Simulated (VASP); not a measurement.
Runs of VASP 6.6.1 on Ge. The structure is that of space group I4_1/amd (No. 141), or close to it. The cells are those of the table. 

```tsv
cell	gap on the mesh (eV)	pressure (GPa)
a = 3.934 Å, angles 97.2, 97.2, 138.4°, 2 atoms	none	(b)
a = 3.866 Å, angles 97.5, 97.5, 137.6°, 2 atoms	none	0.9
a = 3.917 Å, angles 97.3, 97.3, 138.2°, 2 atoms	none	-1.4
a = 3.900 Å, angles 97.4, 97.4, 138.0°, 2 atoms	none	-0.7
a = 3.883 Å, angles 97.4, 97.4, 137.8°, 2 atoms	none	(a)
```

Alike in all rows: task single point; level PBEsol; potentials or basis VASP PAW PBE potentials, release 64 (Ge_d); no spin polarisation; k mesh 14 × 14 × 14; cutoff (eV) 520; smearing fermi-dirac 0.15 eV.

**Question.** Fill in the values left out.

**Answer.** (a) 0.2; (b) -2.0.

Caveats: the PAW data sets were made with another functional, which shifts forces and pressure a little.

A k mesh can miss the band edges, and the runs leave out spin-orbit coupling on Ge.

A gap of «none» marks levels without a gap at the run's occupations.
